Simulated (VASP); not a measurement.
# Sn (C2/c) in VASP: further runs

Runs on Sn. Level: LDA. Tasks: single point.

All numbers are computed with VASP 6.6.1; they aren't measurements. Logs are shortened: lines on timing, memory, paths and dates and some standing lists are left out, and cuts for length are marked.

### 1 The cell of the first run

The typed cell holds 2 atoms: a = 4.387 Å, b = 4.387 Å, c = 4.384 Å, α = 97.23°, β = 97.23°, γ = 138.40°.

### 2 Single point, LDA

INCAR reads:

```
  PREC = Accurate
  ENCUT = 520
  EDIFF = 1E-7
  ISMEAR = 1
  SIGMA = 0.3
  LREAL = False
  LASPH = True
  NELM = 60
  ALGO = Normal
  ISIF = 2
  LWAVE = False
  LCHARG = True
  LELF = True
  LVHAR = True
  NBANDS = 21
```

KPOINTS reads:

```
Automatic mesh
0
Gamma
  11 11 8
```

POSCAR reads:

```
Sn
1.0
   -2.8994216605      2.9008009606      1.5581694818
    2.9008009606     -2.8994216605      1.5581694818
    2.8985835788      2.8985835788     -1.5556411493
Sn
2
Direct
    0.0000164062      0.9999835938      0.0000000000
    0.7499835938      0.2500164062      0.5000000000
```

Potentials or basis: VASP PAW LDA potentials, release 64 (Sn_d).

Command:

```sh
> cat potpaw_LDA.64/Sn_d/POTCAR > POTCAR
> mpirun -np 1 vasp_std > vasp.out
```

OUTCAR:

```text
PREC = Accurate
   ENCUT = 520
   EDIFF = 1E-7
   ISMEAR = 1
   LREAL = False
   LASPH = True
   NELM = 60
   ISIF = 2

 ion  position               nearest neighbor table
   1  0.000  1.000  0.000-   2 3.00   2 3.00   2 3.00   2 3.00   2 3.72   2 3.72   2 3.73   2 3.73

   2  0.750  0.250  0.500-   1 3.00   1 3.00   1 3.00   1 3.00   1 3.72   1 3.72   1 3.73   1 3.73

  LATTYP: Found a base centered monoclinic cell.
 ALAT       =     3.1163395741
 B/A-ratio  =     2.6321757628
 C/A-ratio  =     1.4069300504
 COS(beta)  =    -0.3542216887

  Lattice vectors:

 A1 = (  -2.8994216605,   2.9008009606,   1.5581694818)
 A2 = (   2.9008009606,  -2.8994216605,   1.5581694818)
 A3 = (   2.8985835788,   2.8985835788,  -1.5556411493)

Analysis of symmetry for initial positions (statically):
=====================================================================
 Subroutine PRICEL returns:
 Original cell was already a primitive cell.

 Routine SETGRP: Setting up the symmetry group for a
 base centered monoclinic supercell.

 Subroutine GETGRP returns: Found  4 space group operations
 (whereof  2 operations were pure point group operations)
 out of a pool of  4 trial point group operations.

The static configuration has the point symmetry C_2 .
 The point group associated with its full space group is C_2h.

Analysis of symmetry for dynamics (positions and initial velocities):
=====================================================================
 Subroutine PRICEL returns:
 Original cell was already a primitive cell.

 Routine SETGRP: Setting up the symmetry group for a
 base centered monoclinic supercell.

 Subroutine GETGRP returns: Found  4 space group operations
 (whereof  2 operations were pure point group operations)
 out of a pool of  4 trial point group operations.

The dynamic configuration has the point symmetry C_2 .
 The point group associated with its full space group is C_2h.

 Subroutine INISYM returns: Found  4 space group operations
 (whereof  2 operations are pure point group operations),
 and found     1 'primitive' translations

----------------------------------------------------------------------------------------

                                     Primitive cell

  volume of cell :      52.4057

  direct lattice vectors                    reciprocal lattice vectors
    -2.899421660  2.900800961  1.558169482    -0.000114965  0.172292210  0.320813149
     2.900800961 -2.899421660  1.558169482     0.172292210 -0.000114965  0.320813149
     2.898583579  2.898583579 -1.555641149     0.172457079  0.172457079 -0.000152660

  length of vectors
     4.387389236  4.387389236  4.384471794     0.364150649  0.364150649  0.243891188

  position of ions in fractional coordinates (direct lattice)
     0.000016406  0.999983594  1.000000000
     0.749983594  0.250016406  0.500000000

  ion indices of the primitive-cell ions
   primitive index   ion index
                 1           1
                 2           2

----------------------------------------------------------------------------------------

 KPOINTS: Automatic mesh

Automatic generation of k-mesh.
 Grid dimensions read from file:
 generate k-points for:   11   11    8

 Generating k-lattice:

  Cartesian coordinates                     Fractional coordinates (reciprocal lattice)
    -0.000010451  0.015662928  0.029164832     0.090909091 -0.000000000  0.000000000
     0.015662928 -0.000010451  0.029164832    -0.000000000  0.090909091  0.000000000
     0.021557135  0.021557135 -0.000019082    -0.000000000 -0.000000000  0.125000000

  Length of vectors
     0.033104604  0.033104604  0.030486399

  Shift w.r.t. Gamma in fractional coordinates (k-lattice)
     0.000000000  0.000000000  0.000000000

 Subroutine IBZKPT returns following result:
 ===========================================

 Found    270 irreducible k-points:

 Following reciprocal coordinates:
            Coordinates               Weight
  0.000000  0.000000  0.000000      1.000000
  0.090909  0.000000 -0.000000      4.000000
  0.181818  0.000000  0.000000      4.000000
  0.272727  0.000000  0.000000      4.000000
  0.363636  0.000000 -0.000000      4.000000
  0.454545 -0.000000  0.000000      4.000000
[... 16 lines left out ...]
 -0.272727  0.181818  0.000000      4.000000
 -0.181818  0.181818  0.000000      2.000000
 [... further k-points ...]
   k-points           NKPTS =    270   k-points in BZ     NKDIM =    270   number of bands    NBANDS=     21
   number of dos      NEDOS =    301   number of ions     NIONS =      2
   total plane-waves  NPLWV =  46656
   dimension x,y,z NGX =    36 NGY =   36 NGZ =   36
   dimension x,y,z NGXF=    72 NGYF=   72 NGZF=   72
   ions per type =               2
   NGX,Y,Z   is equivalent  to a cutoff of  13.64, 13.64, 13.65 a.u.
   NGXF,Y,Z  is equivalent  to a cutoff of  27.28, 27.28, 27.30 a.u.
 SYSTEM =  unknown system
   PREC   = accura    normal or accurate (medium, high low for compatibility)
   ISTART =      0    job   : 0-new  1-cont  2-samecut
   ICHARG =      2    charge: 1-file 2-atom 10-const
   ISPIN  =      1    spin polarized calculation?
   LNONCOLLINEAR =      F non collinear calculations
   LSORBIT =      F    spin-orbit coupling
   LASPH  =      T    aspherical Exc in radial PAW
   ENCUT  =  520.0 eV  38.22 Ry    6.18 a.u.   8.16  8.16  8.15*2*pi/ulx,y,z
   NELM   =     60;   NELMIN=  2; NELMDL= -5     # of ELM steps
   EDIFF  = 0.1E-06   stopping-criterion for ELM
   LREAL  =      F    real-space projection
   EDIFFG = 0.1E-05   stopping-criterion for IOM
   NSW    =      0    number of steps for IOM
   IBRION =     -1    ionic relax: 0-MD 1-quasi-New 2-CG
   NFREE  =      0    steps in history (QN), initial steepest desc. (CG)
   ISIF   =      2    stress and relaxation
   ISYM   =      2    0-nonsym 1-usesym 2-fastsym
   POTIM  = 0.5000    time-step for ionic-motion
   TEBEG  =    0.0;   TEEND  =   0.0 temperature during run
   PSTRESS=    0.0 pullay stress
   NELECT =      28.0000    total number of electrons
   NUPDOWN=      -1.0000    fix difference up-down
   EMIN   =  10.00;   EMAX   =-10.00  energy-range for DOS
   EFERMI =   0.00;   METHOD = LEGACY
   ISMEAR =     1;   SIGMA  =   0.30  broadening in eV -4-tet -1-fermi 0-gaus
   EFERMI_NEDOS =   21; number of points for ismear=-14 and -15
   IALGO  =     38    algorithm
   IMIX   =      4    mixing-type and parameters
     AMIX     =   0.40;   BMIX     =  1.00
     AMIX_MAG =   1.60;   BMIX_MAG =  1.00
  volume/ion in A,a.u.               =      26.20       176.83
  Fermi-wavevector in a.u.,A,eV,Ry     =   1.328418  2.510346 24.010122  1.764694
  Thomas-Fermi vector in A             =   2.457657
   LORBIT       =      0    0 simple, 1 ext, 2 COOP (PROOUT), +10 PAW based schemes
   GGA     = CA    functional components
   LHFCALC =     F    Hartree Fock is set to
   AEXX    =    0.0000 exact exchange contribution
   IVDW    =     0    specifies the selected vdW correction
   LEPSILON=     F    determine dielectric tensor
   LRPA    =     F    only Hartree local field effects (RPA)
 non-spin polarized calculation
 Methfessel and Paxton  Order N= 1 SIGMA  =   0.30
  energy-cutoff  :      520.00
  volume of cell :       52.41
 maximum number of plane-waves:      1425
 NGX is ok and might be reduce to    36
   NGX = 17   NGY = 17   NGZ = 17

 number of electron      28.0000007 magnetization

 Free energy of the ion-electron system (eV)
  ---------------------------------------------------
  ext. energy  EPLUGINS =         0.00000000
  ---------------------------------------------------
  free energy    TOTEN  =        -8.98604044 eV

  energy without entropy =       -8.98829413  energy(sigma->0) =       -8.98679167

 E-fermi :   8.1055     XC(G=0): -10.7122

 val. band max:        8.1017651778   @ k =  -0.2727   0.1818   0.0000
 cond. band min:       8.1093876731   @ k =   0.4545   0.2727   0.1250
 fundamental gap:      0.0076224953
 Fermi energy:         8.1055317973

 k-point     1 :       0.0000    0.0000    0.0000
  band No.  band energies     occupation
      1     -13.4600      2.00000
      2     -13.3805      2.00000
      3     -13.3223      2.00000
      4     -13.3221      2.00000
      5     -13.1331      2.00000
      6     -13.1329      2.00000
[... 13 lines left out ...]
     20      18.1178      0.00000
     21      18.8432      0.00000

 k-point     2 :       0.0909    0.0000   -0.0000
  band No.  band energies     occupation
      1     -13.4543      2.00000
      2     -13.3601      2.00000
      3     -13.3153      2.00000
      4     -13.2982      2.00000
      5     -13.1477      2.00000
      6     -13.1455      2.00000
[... 13 lines left out ...]
     20      17.6933      0.00000
     21      17.7460      0.00000

 k-point     3 :       0.1818    0.0000    0.0000
  band No.  band energies     occupation
      1     -13.4369      2.00000
      2     -13.3092      2.00000
      3     -13.2970      2.00000
      4     -13.2447      2.00000
      5     -13.1783      2.00000
      6     -13.1572      2.00000
[... 13 lines left out ...]
     20      16.3020      0.00000
     21      16.6532      0.00000

 k-point     4 :       0.2727    0.0000    0.0000
  band No.  band energies     occupation
      1     -13.4133      2.00000
      2     -13.2750      2.00000
      3     -13.2644      2.00000
      4     -13.2269      2.00000
      5     -13.2099      2.00000
      6     -13.1602      2.00000
[... 13 lines left out ...]
     20      15.3360      0.00000
     21      17.0327      0.00000

 k-point     5 :       0.3636    0.0000   -0.0000
  band No.  band energies     occupation
      1     -13.3924      2.00000
      2     -13.2717      2.00000
      3     -13.2634      2.00000
      4     -13.2440      2.00000
      5     -13.2169      2.00000
      6     -13.1819      2.00000
[... 13 lines left out ...]
     20      15.3006      0.00000
     21      18.0728      0.00000
[... 382 lines left out ...]
     20      16.5592      0.00000
     21      17.1978      0.00000

 k-point    22 :      -0.3636    0.1818    0.0000
  band No.  band energies     occupation
      1     -13.3900      2.00000
      2     -13.3191      2.00000
      3     -13.2852      2.00000
      4     -13.2553      2.00000
      5     -13.1868      2.00000
      6     -13.1496      2.00000
[... 13 lines left out ...]
     20      16.8599      0.00000
     21      17.9739      0.00000

 k-point    23 :      -0.2727    0.1818    0.0000
  band No.  band energies     occupation
      1     -13.4120      2.00000
      2     -13.3655      2.00000
      3     -13.3225      2.00000
      4     -13.2798      2.00000
      5     -13.1630      2.00000
      6     -13.1277      2.00000
[... 13 lines left out ...]
     20      18.4070      0.00000
     21      19.0274      0.00000

 k-point    24 :      -0.1818    0.1818    0.0000
  band No.  band energies     occupation
      1     -13.4298      2.00000
      2     -13.3841      2.00000
      3     -13.3374      2.00000
      4     -13.2971      2.00000
      5     -13.1481      2.00000
      6     -13.1203      2.00000
[... 13 lines left out ...]
     20      18.7258      0.00000
     21      18.9383      0.00000

 [... further k-points ...]
[... 5 lines left out ...]
  --------------------------------------------------------------------------------------
  -------------------------------------------------------------------------------------
  Total       -0.0094236     -0.0094236     -0.0300526     -0.0031430      0.0082220      0.0082220
  in kB       -0.2881052     -0.2881052     -0.9187856     -0.0960896      0.2513678      0.2513666
  external PRESSURE =      -0.4983320 kB  Pullay stress =       0.0000000 kB

 VOLUME and BASIS-vectors are now :
 -----------------------------------------------------------------------------
  energy-cutoff  :      520.00
  volume of cell :       52.41
      direct lattice vectors                 reciprocal lattice vectors
    -2.899421660  2.900800961  1.558169482    -0.000114965  0.172292210  0.320813149
     2.900800961 -2.899421660  1.558169482     0.172292210 -0.000114965  0.320813149
     2.898583579  2.898583579 -1.555641149     0.172457079  0.172457079 -0.000152660

 POSITION                                       TOTAL-FORCE (eV/Angst)
 -----------------------------------------------------------------------------------
      2.90071     -2.89933      1.55817         0.000611     -0.000611      0.000000
      0.00002      2.89994      0.78035        -0.000611      0.000611     -0.000000
 -----------------------------------------------------------------------------------
    total drift:                               -0.000000     -0.000000     -0.000000

  FREE ENERGIE OF THE ION-ELECTRON SYSTEM (eV)
  ---------------------------------------------------
  free  energy   TOTEN  =        -8.9860404382 eV

  energy  without entropy=       -8.9882941302  energy(sigma->0) =       -8.98679167
```

Wall time 7.1 min (1 thread of Intel Xeon 8259CL, shared host); peak memory 0.35 GiB.

Results:

```
Free energy            : -8.9860 eV
Pressure               : 0.0 GPa
Band gap on the k mesh : zero (bands 14 and 15 overlap by 3.81 eV)
```

Levels at points of the mesh, in eV from the Fermi level:
| k point | band 10 | band 11 | band 12 | band 13 | band 14 | band 15 | band 16 | band 17 | band 18 | band 19 |
| --- | --- | --- | --- | --- | --- | --- | --- | --- | --- | --- |
| (0.00, 0.00, 0.00) | -21.02 | -11.38 | -3.73 | -2.09 | -2.08 | 3.01 | 6.25 | 6.25 | 7.26 | 7.35 |
| (0.00, 0.00, 0.50) | -21.16 | -9.10 | -9.10 | 0.56 | 0.56 | 1.56 | 1.56 | 6.37 | 6.37 | 10.08 |

Caveat: so wide a smearing shifts energies and pressures; spin-orbit coupling is left out, which moves the levels of the heavy elements.

### 3 Single point, LDA

INCAR reads:

```
  PREC = Accurate
  ENCUT = 520
  EDIFF = 1E-6
  ISMEAR = 1
  SIGMA = 0.6
  LREAL = F
  LASPH = T
  NELM = 60
  ALGO = Normal
  ISIF = 2
  LWAVE = F
  LCHARG = T
  LELF = T
  LVHAR = T
  NBANDS = 21
```

KPOINTS reads:

```
regular mesh
0
Gamma
  11 11 8
```

POSCAR is that of step 2.

Potentials or basis: VASP PAW LDA potentials, release 64 (Sn_d).

Command:

```sh
> cat potpaw_LDA.64/Sn_d/POTCAR > POTCAR
> mpirun -np 1 vasp_std > vasp.out
```

Wall time 6.5 min (1 thread of Intel Xeon 8259CL, shared host); peak memory 0.35 GiB.

It converged, with:

```
Free energy            : -8.9827 eV
Pressure               : -0.1 GPa
Band gap on the k mesh : zero (bands 14 and 15 overlap by 3.81 eV)
```

Stress tensor (GPa, compression positive):
```
-0.12  0.01 -0.01
 0.01 -0.12 -0.01
-0.01 -0.01  0.01
```

Levels at points of the mesh, in eV from the Fermi level:
| k point | band 10 | band 11 | band 12 | band 13 | band 14 | band 15 | band 16 | band 17 | band 18 | band 19 |
| --- | --- | --- | --- | --- | --- | --- | --- | --- | --- | --- |
| (0.00, 0.00, 0.00) | -21.03 | -11.39 | -3.74 | -2.09 | -2.09 | 3.00 | 6.25 | 6.25 | 7.25 | 7.35 |
| (0.00, 0.00, 0.50) | -21.16 | -9.10 | -9.10 | 0.55 | 0.55 | 1.55 | 1.55 | 6.37 | 6.37 | 10.07 |

Caveat: so wide a smearing shifts energies and pressures; spin-orbit coupling is left out, which moves the levels of the heavy elements.

### 4 Single point, LDA

INCAR reads:

```
SYSTEM = Sn
PREC = Accurate
ENCUT = 520
EDIFF = 1E-6
ISMEAR = 1
SIGMA = 1.0
LREAL = .False.
LASPH = .True.
NELM = 60
ALGO = Normal
ISIF = 2
LWAVE = .False.
LCHARG = .True.
LELF = .True.
LVHAR = .True.
NBANDS = 21
```

KPOINTS reads:

```
regular mesh
0
Gamma
  11 11 8
  0 0 0
```

POSCAR is that of step 3.

Potentials or basis: VASP PAW LDA potentials, release 64 (Sn_d).

Command:

```sh
> cat potpaw_LDA.64/Sn_d/POTCAR > POTCAR
> mpirun -np 1 vasp_std > vasp.out
```

OUTCAR:

```text
SYSTEM = Sn
   PREC = Accurate
   ENCUT = 520
   EDIFF = 1E-6
   ISMEAR = 1
   LREAL = .False.
   LASPH = .True.
   NELM = 60
   ISIF = 2

 ion  position               nearest neighbor table
   1  0.000  1.000  0.000-   2 3.00   2 3.00   2 3.00   2 3.00   2 3.72   2 3.72   2 3.73   2 3.73

   2  0.750  0.250  0.500-   1 3.00   1 3.00   1 3.00   1 3.00   1 3.72   1 3.72   1 3.73   1 3.73

  LATTYP: Found a base centered monoclinic cell.
 ALAT       =     3.1163395741
 B/A-ratio  =     2.6321757628
 C/A-ratio  =     1.4069300504
 COS(beta)  =    -0.3542216887

  Lattice vectors:

[... 193 lines left out ...]
      4     -13.3239      2.00000
      5     -13.1348      2.00000
      6     -13.1348      2.00000
[... 565 lines left out ...]
     20      18.7255     -0.00000
     21      18.9380     -0.00000

 [... further k-points ...]
[... 5 lines left out ...]
  --------------------------------------------------------------------------------------
  -------------------------------------------------------------------------------------
  Total       -0.0390469     -0.0390469     -0.0041096      0.0038186     -0.0074350     -0.0074349
  in kB       -1.1937661     -1.1937661     -0.1256418      0.1167445     -0.2273070     -0.2273049
  external PRESSURE =      -0.8377247 kB  Pullay stress =       0.0000000 kB

 VOLUME and BASIS-vectors are now :
 -----------------------------------------------------------------------------
  energy-cutoff  :      520.00
  volume of cell :       52.41
      direct lattice vectors                 reciprocal lattice vectors
    -2.899421660  2.900800961  1.558169482    -0.000114965  0.172292210  0.320813149
     2.900800961 -2.899421660  1.558169482     0.172292210 -0.000114965  0.320813149
     2.898583579  2.898583579 -1.555641149     0.172457079  0.172457079 -0.000152660

 POSITION                                       TOTAL-FORCE (eV/Angst)
 -----------------------------------------------------------------------------------
      2.90071     -2.89933      1.55817        -0.001070      0.001070     -0.000000
      0.00002      2.89994      0.78035         0.001070     -0.001070      0.000000
 -----------------------------------------------------------------------------------
    total drift:                               -0.000000     -0.000000     -0.000000

  FREE ENERGIE OF THE ION-ELECTRON SYSTEM (eV)
  ---------------------------------------------------
  free  energy   TOTEN  =        -8.9752093056 eV

  energy  without entropy=       -8.9982269875  energy(sigma->0) =       -8.98288187
```

OSZICAR:

```text
N       E                     dE             d eps       ncg     rms          rms(c)
DAV:   1     0.223047125325E+03    0.22305E+03   -0.14362E+04 11540   0.211E+03
DAV:   2     0.144741003888E+02   -0.20857E+03   -0.20429E+03 11420   0.456E+02
DAV:   3    -0.826199237541E+01   -0.22736E+02   -0.22555E+02 13114   0.136E+02
DAV:   4    -0.898898873804E+01   -0.72700E+00   -0.72652E+00 12945   0.269E+01
DAV:   5    -0.901835630927E+01   -0.29368E-01   -0.29367E-01 16064   0.510E+00    0.260E+00
DAV:   6    -0.898772756315E+01    0.30629E-01   -0.35188E-02 15480   0.264E+00    0.142E+00
DAV:   7    -0.897575701389E+01    0.11971E-01   -0.18303E-02 15515   0.187E+00    0.159E-01
DAV:   8    -0.897520339506E+01    0.55362E-03   -0.19605E-03 14724   0.630E-01    0.332E-02
DAV:   9    -0.897520893447E+01   -0.55394E-05   -0.50765E-05 15148   0.608E-02    0.136E-02
DAV:  10    -0.897520930562E+01   -0.37114E-06   -0.38840E-06 12866   0.242E-02
   1 F= -.89752093E+01 E0= -.89828819E+01  d E =0.230177E-01
```

It took 6.5 min on 1 thread of Intel Xeon 8259CL, shared host; peak memory 0.35 GiB.

What came out:

```yaml
Free_energy: -8.9752 eV
Pressure: -0.1 GPa
Band_gap_on_the_k_mesh: zero (bands 14 and 15 overlap by 3.81 eV)
```

Stress tensor (GPa, compression positive):
```
-0.12  0.01 -0.02
 0.01 -0.12 -0.02
-0.02 -0.02 -0.01
```

Caveat: so wide a smearing shifts energies and pressures; spin-orbit coupling is left out, which moves the levels of the heavy elements.

### 5 Overview

| smearing | gap on the mesh (eV) | pressure (GPa) |
| --- | --- | --- |
| methfessel-paxton 0.3 eV | none | 0.0 |
| methfessel-paxton 0.6 eV | none | -0.1 |
| methfessel-paxton 1 eV | none | -0.1 |

Alike in all rows: task single point; level LDA; potentials or basis VASP PAW LDA potentials, release 64 (Sn_d); no spin polarisation; cell as given; k mesh 11 × 11 × 8; cutoff (eV) 520.

Caveats: so wide a smearing shifts energies and pressures; spin-orbit coupling is left out, which moves the levels of the heavy elements.

Total energies depend on the potentials used, so only differences within one code and one set of settings carry meaning.
